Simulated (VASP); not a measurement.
# KTaO3 (Pm-3m) in VASP: further runs, part 2 of 2

VASP 6.6.1. Earlier steps stand in the parts before.

**3. Single point, PBE**

File INCAR:

```
  PREC = Accurate
  ENCUT = 520
  EDIFF = 1E-6
  ISMEAR = 0
  SIGMA = 0.05
  LREAL = False
  LASPH = True
  NELM = 60
  ALGO = Normal
  ISIF = 2
  LWAVE = False
  LCHARG = False
  GGA = PE
  NBANDS = 27
```

File KPOINTS:

```
regular mesh
0
Gamma
  6 6 6
```

File POSCAR:

```
KTaO3
1.0
    3.9882991392      0.0000000000      0.0000000000
    0.0000000000      3.9882991392      0.0000000000
    0.0000000000      0.0000000000      3.9882991392
K Ta O
1 1 3
Direct
    0.0000000000      0.0000000000      0.0000000000
    0.5000000000      0.5000000000      0.5000000000
    0.0000000000      0.5000000000      0.5000000000
    0.5000000000      0.5000000000      0.0000000000
    0.5000000000      0.0000000000      0.5000000000
```

Potentials or basis: VASP PAW PBE potentials, release 64 (K_sv, Ta_pv, O).

Run with:

```console
> cat potpaw_PBE.64/K_sv/POTCAR potpaw_PBE.64/Ta_pv/POTCAR potpaw_PBE.64/O/POTCAR > POTCAR
> mpirun -np 1 vasp_std > vasp.out
```

OUTCAR:

```text
PREC = Accurate
   ENCUT = 520
   EDIFF = 1E-6
   ISMEAR = 0
   LREAL = False
   LASPH = True
   NELM = 60
   ISIF = 2
   GGA = PE

 ion  position               nearest neighbor table
   1  0.000  0.000  0.000-   3 2.82   4 2.82   5 2.82   3 2.82   5 2.82   3 2.82   4 2.82   3 2.82
                             4 2.82   5 2.82   5 2.82   4 2.82   2 3.45   2 3.45   2 3.45   2 3.45
   2  0.500  0.500  0.500-   3 1.99   4 1.99   5 1.99   4 1.99   5 1.99   3 1.99   1 3.45   1 3.45
                             1 3.45   1 3.45   1 3.45   1 3.45   1 3.45   1 3.45
   3  0.000  0.500  0.500-   2 1.99   2 1.99   1 2.82   1 2.82   1 2.82   1 2.82
   4  0.500  0.500  0.000-   2 1.99   2 1.99   1 2.82   1 2.82   1 2.82   1 2.82
   5  0.500  0.000  0.500-   2 1.99   2 1.99   1 2.82   1 2.82   1 2.82   1 2.82

  LATTYP: Found a simple cubic cell.
 ALAT       =     3.9882991392

  Lattice vectors:

 A1 = (   3.9882991392,   0.0000000000,   0.0000000000)
 A2 = (   0.0000000000,   3.9882991392,   0.0000000000)
 A3 = (   0.0000000000,   0.0000000000,   3.9882991392)

Analysis of symmetry for initial positions (statically):
=====================================================================
 Subroutine PRICEL returns:
 Original cell was already a primitive cell.

 Routine SETGRP: Setting up the symmetry group for a
 simple cubic supercell.

 Subroutine GETGRP returns: Found 48 space group operations
 (whereof 48 operations were pure point group operations)
 out of a pool of 48 trial point group operations.

The static configuration has the point symmetry O_h .

Analysis of symmetry for dynamics (positions and initial velocities):
=====================================================================
 Subroutine PRICEL returns:
 Original cell was already a primitive cell.

 Routine SETGRP: Setting up the symmetry group for a
 simple cubic supercell.

 Subroutine GETGRP returns: Found 48 space group operations
 (whereof 48 operations were pure point group operations)
 out of a pool of 48 trial point group operations.

The dynamic configuration has the point symmetry O_h .

 Subroutine INISYM returns: Found 48 space group operations
 (whereof 48 operations are pure point group operations),
 and found     1 'primitive' translations

----------------------------------------------------------------------------------------

                                     Primitive cell

  volume of cell :      63.4400

  direct lattice vectors                    reciprocal lattice vectors
     3.988299139  0.000000000  0.000000000     0.250733449  0.000000000  0.000000000
     0.000000000  3.988299139  0.000000000     0.000000000  0.250733449  0.000000000
     0.000000000  0.000000000  3.988299139     0.000000000  0.000000000  0.250733449

  length of vectors
     3.988299139  3.988299139  3.988299139     0.250733449  0.250733449  0.250733449

  position of ions in fractional coordinates (direct lattice)
     0.000000000  0.000000000  0.000000000
     0.500000000  0.500000000  0.500000000
     0.000000000  0.500000000  0.500000000
     0.500000000  0.500000000  0.000000000
     0.500000000  0.000000000  0.500000000

  ion indices of the primitive-cell ions
   primitive index   ion index
                 1           1
                 2           2
                 3           3
                 4           4
                 5           5

[... 29 lines left out ...]
  0.166667  0.000000  0.000000      6.000000
  0.333333  0.000000  0.000000      6.000000
  0.500000  0.000000  0.000000      3.000000
  0.166667  0.166667  0.000000     12.000000
  0.333333  0.166667  0.000000     24.000000
[... 12 lines left out ...]
  0.500000  0.500000  0.333333      6.000000
  0.500000  0.500000  0.500000      1.000000
   k-points           NKPTS =     20   k-points in BZ     NKDIM =     20   number of bands    NBANDS=     27
   number of dos      NEDOS =    301   number of ions     NIONS =      5
   total plane-waves  NPLWV =  27000
   dimension x,y,z NGX =    30 NGY =   30 NGZ =   30
   dimension x,y,z NGXF=    60 NGYF=   60 NGZF=   60
   ions per type =               1   1   3
   NGX,Y,Z   is equivalent  to a cutoff of  12.51, 12.51, 12.51 a.u.
   NGXF,Y,Z  is equivalent  to a cutoff of  25.01, 25.01, 25.01 a.u.
 SYSTEM =  unknown system
   PREC   = accura    normal or accurate (medium, high low for compatibility)
   ISTART =      0    job   : 0-new  1-cont  2-samecut
   ICHARG =      2    charge: 1-file 2-atom 10-const
   ISPIN  =      1    spin polarized calculation?
   LNONCOLLINEAR =      F non collinear calculations
   LSORBIT =      F    spin-orbit coupling
   LASPH  =      T    aspherical Exc in radial PAW
   ENCUT  =  520.0 eV  38.22 Ry    6.18 a.u.   7.42  7.42  7.42*2*pi/ulx,y,z
   NELM   =     60;   NELMIN=  2; NELMDL= -5     # of ELM steps
   EDIFF  = 0.1E-05   stopping-criterion for ELM
   LREAL  =      F    real-space projection
   EDIFFG = 0.1E-04   stopping-criterion for IOM
   NSW    =      0    number of steps for IOM
   IBRION =     -1    ionic relax: 0-MD 1-quasi-New 2-CG
   NFREE  =      0    steps in history (QN), initial steepest desc. (CG)
   ISIF   =      2    stress and relaxation
   ISYM   =      2    0-nonsym 1-usesym 2-fastsym
   POTIM  = 0.5000    time-step for ionic-motion
   TEBEG  =    0.0;   TEEND  =   0.0 temperature during run
   PSTRESS=    0.0 pullay stress
   NELECT =      38.0000    total number of electrons
   NUPDOWN=      -1.0000    fix difference up-down
   EMIN   =  10.00;   EMAX   =-10.00  energy-range for DOS
   EFERMI =   0.00;   METHOD = LEGACY
   ISMEAR =     0;   SIGMA  =   0.05  broadening in eV -4-tet -1-fermi 0-gaus
   EFERMI_NEDOS =   21; number of points for ismear=-14 and -15
   IALGO  =     38    algorithm
   IMIX   =      4    mixing-type and parameters
     AMIX     =   0.40;   BMIX     =  1.00
     AMIX_MAG =   1.60;   BMIX_MAG =  1.00
  volume/ion in A,a.u.               =      12.69        85.62
  Fermi-wavevector in a.u.,A,eV,Ry     =   1.380008  2.607837 25.911240  1.904422
  Thomas-Fermi vector in A             =   2.504925
   LORBIT       =      0    0 simple, 1 ext, 2 COOP (PROOUT), +10 PAW based schemes
   GGA     = PE    functional components
   LHFCALC =     F    Hartree Fock is set to
   AEXX    =    0.0000 exact exchange contribution
   IVDW    =     0    specifies the selected vdW correction
   LEPSILON=     F    determine dielectric tensor
   LRPA    =     F    only Hartree local field effects (RPA)
 non-spin polarized calculation
 Gauss-broadening in eV      SIGMA  =   0.05
  energy-cutoff  :      520.00
  volume of cell :       63.44
 maximum number of plane-waves:      1743
 NGX is ok and might be reduce to    30
   NGX = 15   NGY = 15   NGZ = 15

 number of electron      37.9999976 magnetization

 Free energy of the ion-electron system (eV)
  ---------------------------------------------------
  ext. energy  EPLUGINS =         0.00000000
  ---------------------------------------------------
  free energy    TOTEN  =       -41.02904147 eV

  energy without entropy =      -41.02904147  energy(sigma->0) =      -41.02904147

 E-fermi :   2.0392     XC(G=0): -10.8739

 val. band max:        1.8027140252   @ k =   0.5000   0.5000   0.5000
 cond. band min:       3.9773465029   @ k =   0.0000   0.0000   0.0000
 fundamental gap:      2.1746324776
 Fermi energy:         2.0391959379

 k-point     1 :       0.0000    0.0000    0.0000
  band No.  band energies     occupation
      1     -32.3227      2.00000
      2     -32.3227      2.00000
      3     -32.3227      2.00000
      4     -25.5205      2.00000
      5     -15.7492      2.00000
      6     -15.0428      2.00000
[... 589 lines left out ...]
     26      12.6627      0.00000
     27      13.9900      0.00000

------------------------ aborting loop because EDIFF is reached ----------------------------------------

  FORCE on cell =-STRESS in cart. coord.  units (eV):
  Direction    XX          YY          ZZ          XY          YZ          ZX
  --------------------------------------------------------------------------------------
  -------------------------------------------------------------------------------------
  Total        2.4083246      2.4083246      2.4083246      0.0000000     -0.0000000      0.0000000
  in kB       60.8222420     60.8222420     60.8222420      0.0000000     -0.0000000      0.0000000
  external PRESSURE =      60.8222420 kB  Pullay stress =       0.0000000 kB

 VOLUME and BASIS-vectors are now :
 -----------------------------------------------------------------------------
  energy-cutoff  :      520.00
  volume of cell :       63.44
      direct lattice vectors                 reciprocal lattice vectors
     3.988299139  0.000000000  0.000000000     0.250733449  0.000000000  0.000000000
     0.000000000  3.988299139  0.000000000     0.000000000  0.250733449  0.000000000
     0.000000000  0.000000000  3.988299139     0.000000000  0.000000000  0.250733449

 POSITION                                       TOTAL-FORCE (eV/Angst)
 -----------------------------------------------------------------------------------
      0.00000      0.00000      0.00000         0.000000      0.000000      0.000000
      1.99415      1.99415      1.99415         0.000000      0.000000      0.000000
      0.00000      1.99415      1.99415         0.000000      0.000000      0.000000
      1.99415      1.99415      0.00000         0.000000      0.000000      0.000000
      1.99415      0.00000      1.99415         0.000000      0.000000      0.000000
 -----------------------------------------------------------------------------------
    total drift:                                0.000000      0.000000     -0.000000

  FREE ENERGIE OF THE ION-ELECTRON SYSTEM (eV)
  ---------------------------------------------------
  free  energy   TOTEN  =       -41.0290414733 eV

  energy  without entropy=      -41.0290414733  energy(sigma->0) =      -41.02904147
```

It took 28 s on 1 thread of Intel Xeon 6975P-C, shared host; peak memory 0.18 GiB.

Results:

```yaml
Free_energy: -41.0290 eV
Pressure: 6.1 GPa
Band_gap_on_the_k_mesh: 2.17 eV, indirect (least direct gap 2.80 eV)
```

Levels at points of the mesh, in eV from the valence-band top:
```csv
k point,band 16,band 17,band 18,band 19,band 20,band 21,band 22,band 23
"(0.00, 0.00, 0.00)",-1.06,-0.62,-0.62,-0.62,2.17,2.17,2.17,6.63
"(0.50, 0.00, 0.00)",-2.13,-1.51,-0.85,-0.85,2.33,5.02,5.02,6.80
"(0.50, 0.50, 0.00)",-1.65,-1.43,-1.43,-0.04,5.06,5.06,6.34,7.67
"(0.50, 0.50, 0.50)",-3.91,0.00,0.00,0.00,6.47,6.47,6.47,8.91
```

Caveat: spin-orbit coupling is left out, which moves the levels of the heavy elements.
